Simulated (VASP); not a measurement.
Wanted: the native input for a VASP 6.6.1 run.

```
Task                   : single point
Functional             : PBEsol
Potentials or basis    : VASP PAW PBE potentials, release 64 (Ta_pv)
Cutoff                 : 520 eV
k mesh                 : 11 × 11 × 5
Occupations            : fermi-dirac, width 0.05 eV
Spin                   : no spin polarisation
Dipole correction      : no
Further INCAR settings : ALGO = Normal; EDIFF = 1e-06; NBANDS = 18
```

The structure of Ta lies in POSCAR:

```
Ta
1.0
    2.9003720726      0.0000000000      0.0000000000
   -1.4501860363      2.5117958953      0.0000000000
    0.0000000000      0.0000000000      5.1662740000
Ta
2
Direct
    0.3333333333      0.6666666667      0.2500000000
    0.6666666667      0.3333333333      0.7500000000
```

One way to write it, as run:

INCAR

```
PREC = Accurate
ENCUT = 520
EDIFF = 1E-6
ISMEAR = -1
SIGMA = 0.05
LREAL = F
LASPH = T
NELM = 60
ALGO = Normal
ISIF = 2
LWAVE = F
LCHARG = F
GGA = PS
NBANDS = 18
```

KPOINTS

```
Automatic mesh
0
Gamma
  11 11 5
```

Potentials or basis: VASP PAW PBE potentials, release 64 (Ta_pv).

Run with:

```console
$ cat potpaw_PBE.64/Ta_pv/POTCAR > POTCAR
$ mpirun -np 1 vasp_std > vasp.out
```

Results of the run:

```
Pressure               : -7.3 GPa
Band gap on the k mesh : zero (band 11 reaches 6.32 eV, above the bottom of band 12 at 4.86 eV)
```

Caveat: the PAW data sets were made with another functional, which shifts forces and pressure a little; spin-orbit coupling is left out, which moves the levels of the heavy elements.

Run time: 29 s on 1 thread of AMD EPYC 7R43 64-Core Processor (Zen 3) (shared host), peak memory 0.13 GiB.
